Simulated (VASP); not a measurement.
GaAs, 2 atoms in the cell. The structure is cubic, space group F-43m (No. 216). Conventional cell: a = 5.489 Å, b = 5.489 Å, c = 5.489 Å, α = 90.00°, β = 90.00°, γ = 90.00°. Within 3.1 Å of Ga (site symmetry -43m) lie 4 As at 2.38 Å. As (site symmetry -43m) has 4 Ga at 2.38 Å within 3.1 Å. 

- Program: VASP 6.6.1
- Task: relaxation of cell and atoms
- Functional: PBE
- Potentials or basis: VASP PAW PBE potentials, release 64 (Ga_d, As)
- Cutoff: 600 eV
- k mesh: 8 × 8 × 8
- Occupations: fermi-dirac, width 0.02 eV
- Spin: no spin polarisation
- Dipole correction: no
- Further INCAR settings: ALGO = Normal; EDIFF = 1e-07; IBRION = 2; EDIFFG = -0.005; NSW = 80; ISIF = 3

Potentials or basis: VASP PAW PBE potentials, release 64 (Ga_d, As).

Command:

```bash
$ cat potpaw_PBE.64/Ga_d/POTCAR potpaw_PBE.64/As/POTCAR > POTCAR
$ mpirun -np 1 vasp_std > vasp.out
```

Hardware: 1 thread of Intel(R) Xeon(R) Platinum 8488C (Sapphire Rapids), on a shared host.

Problem. How long does it take, and how much memory?

Solution. It took 38 s on 1 thread of Intel(R) Xeon(R) Platinum 8488C (Sapphire Rapids), on a shared host, peak memory 0.19 GiB. Counts: scf iterations 34, k points 29, ion steps 3.
